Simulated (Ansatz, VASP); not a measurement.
Hf in VASP and in Ansatz

INCAR

```
SYSTEM = Hf
PREC = Accurate
ENCUT = 520
EDIFF = 1E-6
ISMEAR = -1
SIGMA = 0.1
LREAL = .FALSE.
LASPH = .TRUE.
NELM = 60
ALGO = Normal
ISIF = 2
LWAVE = .FALSE.
LCHARG = .FALSE.
GGA = PS
NBANDS = 11
```

File KPOINTS:

```
regular mesh
0
G
  12 12 12
  0 0 0
```

File POSCAR:

```
Hf
1.0
    2.8657349766      0.0000000000      0.0000000000
    0.0000000000      2.8657349766      0.0000000000
    0.0000000000      0.0000000000      2.8657349766
Hf
1
Direct
    0.0000000000      0.0000000000      0.0000000000
```

Input for Ansatz:

```yaml
crystal:
  lattice:
    - [2.8657349766, 0.0, 0.0]
    - [0.0, 2.8657349766, 0.0]
    - [0.0, 0.0, 2.8657349766]
  atoms:
    - { symbol: Hf, position: [0.0, 0.0, 0.0] }
hamiltonian:
  xc: pbesol
  pseudopotentials:
    kind: paw
    azcp:
      Hf: "pseudopotentials/Hf.paw.azcp"
basis:
  ecutwfc: 420
  fft_grid_basis: typed
kpoints:
  mp_grid: { grid: [12, 12, 12], shift: [0, 0, 0] }
magnetization:
  spin_polarized: false
scf:
  occupations: { method: fermi_dirac, width: 0.1 }
  lower_state_search: "off"
output:
  stress: true
```

Alike in both runs: task single point; functional PBEsol; k mesh 12 × 12 × 12; occupations fermi-dirac, width 0.1 eV; no spin polarisation.

|  | VASP | Ansatz |
| --- | --- | --- |
| version | VASP 6.6.1 | Ansatz 0.2.0 |
| potentials or method | VASP PAW PBE potentials, release 64 (Hf_pv), cutoff 520 eV | plane waves (420 eV) with PAW, scalar-relativistic |
| valence electrons in the cell | 10 | 26 |

|  | VASP | Ansatz | Ansatz less VASP |
| --- | --- | --- | --- |
| pressure (GPa) | 0.0 | 0.3 | +0.26 |

VASP's potentials were made for PBE, not for PBEsol, and Ansatz warns of the same on its side. VASP's potentials hold 10 valence electrons a cell and Ansatz's 26, so a difference there can come from the potentials and not from the codes.

Neither program's run includes spin-orbit coupling.
